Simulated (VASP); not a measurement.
Input of a VASP 6.6.1 run:

POSCAR

```
W
1.0
   -1.7352216492      1.7352216492      1.3534728863
    1.7352216492     -1.7352216492      1.3534728863
    1.7352216492      1.7352216492     -1.3534728863
W
1
Direct
    0.0000000000      0.0000000000      0.0000000000
```

The input INCAR.step1:

```
SYSTEM = W
PREC = Accurate ; ENCUT = 520
ISMEAR = 0 ; SIGMA = 0.15
LREAL = .False. ; LASPH = .True.
NELM = 60 ; NBANDS = 13
GGA = PE ; ALGO = Normal
EDIFF = 1E-4 ; LWAVE = .True.
LCHARG = .False.
```

The input INCAR.step2:

```
SYSTEM = W
PREC = Accurate ; ENCUT = 520
EDIFF = 1E-6 ; ISMEAR = 0
SIGMA = 0.15 ; LREAL = .False.
LASPH = .True. ; NELM = 60
ALGO = Normal ; ISIF = 2
LWAVE = .False. ; LCHARG = .False.
METAGGA = R2SCAN ; LMIXTAU = .True.
NBANDS = 13 ; ISTART = 1
```

The input KPOINTS:

```
regular mesh
0
Gamma
  24 24 24
  0 0 0
```

Potentials or basis: VASP PAW PBE potentials, release 64 (W_sv).

Run with:

```console
$ cat potpaw_PBE.64/W_sv/POTCAR > POTCAR
$ cp INCAR.step1 INCAR
$ mpirun -np 1 vasp_std > vasp.out
$ cp INCAR.step2 INCAR
$ mpirun -np 1 vasp_std > vasp.out
```

Q: What does it give for the pressure?

A: 2.7 GPa.

Q: Estimate the band gap on the k mesh.

A: Zero (bands 7 and 8 overlap by 7.04 eV).

Stress tensor (GPa, compression positive):
```
-6.76  0.00  0.00
 0.00 -6.76  0.00
 0.00  0.00 21.62
```

Caveat: the PAW data sets were made with another functional, which shifts forces and pressure a little; spin-orbit coupling is left out, which moves the levels of the heavy elements.
